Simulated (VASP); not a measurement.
Write the native input for VASP 6.6.1 that does the following.

```yaml
Task: single point
Functional: r2SCAN
Potentials_or_basis: VASP PAW PBE potentials, release 64 (Al, Ga_d, N)
Cutoff: 520 eV
k_mesh: 7 × 4 × 3
Occupations: gaussian, width 0.05 eV
Spin: no spin polarisation
Dipole_correction: no
Further_INCAR_settings: LREAL = Auto; ALGO = Normal; EDIFF = 1e-06; NBANDS = 76
```

The system is AlGa3N4.

```
Al Ga N
1.0
     0.00000   -3.16341    0.00000
     0.00369    0.00000   -5.47699
    10.27784   -0.31634    0.00003
Al Ga N
2 6 8
Direct
  0.41544 0.33270 0.84564
  0.46544 0.33270 0.34564
  0.49051 0.66494 0.09494
  0.44051 0.66494 0.59494
  0.99050 0.16854 0.09498
  0.94050 0.16854 0.59498
  0.96547 0.83381 0.34528
  0.91547 0.83381 0.84528
  0.40949 0.65940 0.90506
  0.45949 0.65940 0.40506
  0.90960 0.17407 0.90402
  0.95960 0.17407 0.40402
  0.98445 0.83381 0.15547
  0.93445 0.83381 0.65547
  0.48388 0.33273 0.16123
  0.43388 0.33273 0.66123
```

This cell differs from its parent crystal: the part above a cut slid along it.

These files were run (other wordings do the same):

POSCAR

```
AlGa3N4
1.0
    0.0000000000     -3.1634143063      0.0000000000
    0.0036943786      0.0000000000     -5.4769945779
   10.2778404038     -0.3163414306      0.0000343770
Al Ga N
2 6 8
Direct
    0.4154358557      0.3327017646      0.8456414426
    0.4654358557      0.3327017646      0.3456414426
    0.4905064356      0.6649393012      0.0949356435
    0.4405064356      0.6649393012      0.5949356435
   -0.0094975596      0.1685429296      0.0949755958
   -0.0594975596      0.1685429296      0.5949755958
   -0.0345280499      0.8338086149      0.3452804992
   -0.0845280499      0.8338086149      0.8452804992
    0.4094943478      0.6593989656      0.9050565220
    0.4594943478      0.6593989656      0.4050565220
   -0.0904015521      0.1740689627      0.9040155213
   -0.0404015521      0.1740689627      0.4040155213
   -0.0155469775      0.8338062859      0.1554697749
   -0.0655469775      0.8338062859      0.6554697749
    0.4838774994      0.3327321755      0.1612250056
    0.4338774994      0.3327321755      0.6612250056
```

INCAR.step1

```
SYSTEM = AlGa3N4
PREC = Accurate
ENCUT = 520
ISMEAR = 0
SIGMA = 0.05
LREAL = Auto
LASPH = .True.
NELM = 80
NBANDS = 76
GGA = PE
ALGO = Normal
EDIFF = 1E-4
LWAVE = .True.
LCHARG = .False.
```

INCAR.step2

```
SYSTEM = AlGa3N4
PREC = Accurate
ENCUT = 520
EDIFF = 1E-6
ISMEAR = 0
SIGMA = 0.05
LREAL = Auto
LASPH = .True.
NELM = 80
ALGO = Normal
ISIF = 2
LWAVE = .False.
LCHARG = .False.
METAGGA = R2SCAN
LMIXTAU = .True.
NBANDS = 76
ISTART = 1
```

KPOINTS

```
regular mesh
0
Gamma
  7 4 3
  0 0 0
```

Potentials or basis: VASP PAW PBE potentials, release 64 (Al, Ga_d, N).

Launch:

```bash
$ cat potpaw_PBE.64/Al/POTCAR potpaw_PBE.64/Ga_d/POTCAR potpaw_PBE.64/N/POTCAR > POTCAR
$ cp INCAR.step1 INCAR
$ mpirun -np 1 vasp_std > vasp.out
$ cp INCAR.step2 INCAR
$ mpirun -np 1 vasp_std > vasp.out
```

It gave:

The pressure is 0.5 GPa, the largest force is 0.517 eV/Å and the band gap on the k mesh is 2.80 eV.

Caveat: the cell differs from its parent crystal (the part above a cut slid along it); the PAW data sets were made with another functional, which shifts forces and pressure a little.

It took 59 min on 1 thread of Oxide Virtual Turin-like Processor, on a shared host, peak memory 0.48 GiB.
